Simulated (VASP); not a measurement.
Wanted: the native input for a VASP 6.6.1 run.

* Task: single point
* Functional: PBE
* Potentials or basis: VASP PAW PBE potentials, release 64 (Mo_sv, I)
* Cutoff: 520 eV
* k mesh: 7 × 7 × 7
* Occupations: fermi-dirac, width 0.05 eV
* Spin: no spin polarisation
* Dipole correction: no
* Further INCAR settings: ALGO = Normal; EDIFF = 1e-06; NBANDS = 18

The structure of MoI lies in POSCAR:

```
MoI
1.0
    0.0000000000      3.2206831690      3.2206831690
    3.2206831690      0.0000000000      3.2206831690
    3.2206831690      3.2206831690      0.0000000000
Mo I
1 1
Direct
    0.0000000000      0.0000000000      0.0000000000
    0.7500000000      0.7500000000      0.7500000000
```

This cell differs from its parent crystal: volume scaled by 1.04.

These files were run (other wordings do the same):

INCAR

```
  PREC = Accurate
  ENCUT = 520
  EDIFF = 1E-6
  ISMEAR = -1
  SIGMA = 0.05
  LREAL = False
  LASPH = True
  NELM = 60
  ALGO = Normal
  ISIF = 2
  LWAVE = False
  LCHARG = True
  GGA = PE
  LELF = True
  LVHAR = True
  NBANDS = 18
```

KPOINTS

```
Automatic mesh
0
Gamma
  7 7 7
```

Potentials or basis: VASP PAW PBE potentials, release 64 (Mo_sv, I).

Run with:

```sh
$ cat potpaw_PBE.64/Mo_sv/POTCAR potpaw_PBE.64/I/POTCAR > POTCAR
$ mpirun -np 1 vasp_std > vasp.out
```

Results of the run:

The pressure is -8.7 GPa.

Caveat: an odd number of electrons without spin polarisation forces a metal; a magnetic or distorted state may lie lower.

It took 19 s on 1 thread of Intel(R) Xeon(R) Platinum 8259CL CPU @ 2.50GHz (Skylake/Cascade Lake) (shared host), peak memory 0.21 GiB.
